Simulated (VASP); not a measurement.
Set up this calculation in VASP 6.6.1, as the native input.

```yaml
Task: single point
Functional: PBE
Potentials_or_basis: VASP PAW PBE potentials, release 64 (Rb_sv)
Cutoff: 520 eV
k_mesh: 10 × 10 × 9
Occupations: fermi-dirac, width 0.08 eV
Spin: no spin polarisation
Dipole_correction: no
Further_INCAR_settings: ALGO = Normal; EDIFF = 1e-07; NBANDS = 10
```

The structure of Rb lies in POSCAR:

```
Rb
1.0
    4.6764455201      0.0000000000      0.0000000000
   -2.3382227601      4.0499206198      0.0000000000
    0.0000000000      0.0000000000      4.3838772868
Rb
1
Direct
    0.0000000000      0.0000000000      0.0000000000
```

This isn't the form of Rb at room conditions, which is bcc.

These files were run (other wordings do the same):

INCAR

```
PREC = Accurate
ENCUT = 520
EDIFF = 1E-7
ISMEAR = -1
SIGMA = 0.08
LREAL = False
LASPH = True
NELM = 60
ALGO = Normal
ISIF = 2
LWAVE = False
LCHARG = False
GGA = PE
NBANDS = 10
```

KPOINTS

```
regular mesh
0
Gamma
  10 10 9
```

Potentials or basis: VASP PAW PBE potentials, release 64 (Rb_sv).

Launch:

```console
$ cat potpaw_PBE.64/Rb_sv/POTCAR > POTCAR
$ mpirun -np 1 vasp_std > vasp.out
```

It gave:

```yaml
Pressure: 0.4 GPa
Band_gap_on_the_k_mesh: zero (an odd number of electrons rules out a gap without spin polarisation)
```

It took 14 s on 1 thread of Intel(R) Xeon(R) 6975P-C (Granite Rapids) (shared host), peak memory 0.22 GiB.
